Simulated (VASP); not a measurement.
# MgS (Niningerite): single point with PBEsol+D3(BJ)

The system is MgS (Niningerite).

```
CELL_PARAMETERS angstrom
0.00000 2.60165 2.60165
2.60165 0.00000 2.60165
2.60165 2.60165 0.00000
ATOMIC_POSITIONS crystal
S 0.50000 0.50000 0.50000
Mg 0.00000 0.00000 0.00000
```

```json
{
  "Program": "VASP 6.6.1",
  "Task": "single point",
  "Functional": "PBEsol",
  "Dispersion": "D3(BJ)",
  "Potentials or basis": "VASP PAW PBE potentials, release 64 (S, Mg)",
  "Cutoff": "520 eV",
  "k mesh": "9 × 9 × 9",
  "Occupations": "gaussian, width 0.1 eV",
  "Spin": "no spin polarisation"
}
```

| Property | Result |
| --- | --- |
| Pressure | -3.9 GPa |
| Band gap on the k mesh | 2.83 eV, indirect (least direct gap 3.59 eV) |
| Dispersion energy per atom | -0.301 eV |

Levels at points of the mesh, in eV from the valence-band top:
```tsv
k point	band 1	band 2	band 3	band 4	band 5	band 6	band 7	band 8
(0.00, 0.00, 0.00)	-12.68	0.00	0.00	0.00	3.59	7.85	7.85	7.85
```

Run time: 12 s on 1 thread of Intel Xeon 8259CL (shared host), peak memory 0.17 GiB.

Caveat: the PAW data sets were made with another functional, which shifts forces and pressure a little. Expect the measured gap to be larger: semilocal functionals such as PBEsol lack the derivative discontinuity.
